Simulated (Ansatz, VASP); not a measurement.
## One calculation of BN, two programs

```
B N
1.0
     0.00000    1.75861    1.75861
     1.75861    0.00000    1.75861
     1.75861    1.75861    0.00000
B N
1 1
Direct
  0.00000 0.00000 0.00000
  0.75000 0.75000 0.75000
```

Change from the starting cell: strain -0.030 along x and y, -0.030 along z, atoms carried along.

Alike in both runs: task single point; functional r2SCAN; k mesh 12 × 12 × 12; occupations gaussian, width 0.05 eV; no spin polarisation.

|  | VASP | Ansatz |
| --- | --- | --- |
| version | VASP 6.6.1 | Ansatz 0.2.0 |
| potentials or method | VASP PAW PBE potentials, release 64 (B, N), cutoff 520 eV | scalar-relativistic, plane waves, PAW |
| valence electrons in the cell | 8 | 8 |

VASP gave:

- gap on the k mesh at the Fermi level (eV): 5.07
- least direct gap on the mesh (eV): 9.93
- pressure (GPa): 36.6

Question: Which values does Ansatz return?

Answer: gap on the k mesh at the Fermi level (eV): 5.10; least direct gap on the mesh (eV): 9.98; pressure (GPa): 35.2.

VASP's potentials were made for PBE, not for r2SCAN. Both programs put the cell under a high pressure, so it lies far from rest at this level. With one functional, cell and mesh, what is left measures potentials, basis and numerics.
